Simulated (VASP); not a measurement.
Crystal: MgO.

```
Mg O
1.0
     0.00000    2.09700    2.09700
     2.09700    0.00000    2.09700
     2.09700    2.09700    0.00000
Mg O
1 1
Cartesian
  0.0000 0.0000 0.0000
  2.0970 2.0970 2.0970
```

| Item | Value |
| --- | --- |
| Program | VASP 6.6.1 |
| Task | relaxation of cell and atoms |
| Functional | LDA |
| Potentials or basis | VASP PAW LDA potentials, release 64 (Mg, O) |
| Cutoff | 600 eV |
| k mesh | 11 × 11 × 11 |
| Occupations | fermi-dirac, width 0.05 eV |
| Spin | no spin polarisation |

At the start: pressure -6.0 GPa; volume 9.22 Å³/atom.

Q: Where does the relaxation end?

A: Over 3 steps the energy falls by 6.4 meV/atom and the volume is 8.89 Å³/atom (-3.6 %); space group Fm-3m (No. 225, to 0.05 Å).

The path:
| step | energy change (eV) | largest force (eV/Å) | pressure (GPa) | volume (Å³) |
| --- | --- | --- | --- | --- |
| 1 | 0.0000 | 0.0000 | -6.01 | 18.44 |
| 2 | -0.0108 | 0.0000 | 2.60 | 17.54 |
| 3 | -0.0128 | 0.0000 | 0.02 | 17.78 |

Final structure:
```
Mg O
1.0
     0.00000    2.07171    2.07171
     2.07171    0.00000    2.07171
     2.07171    2.07171    0.00000
Mg O
1 1
Direct
  0.00000 0.00000 0.00000
  0.50000 0.50000 0.50000
```
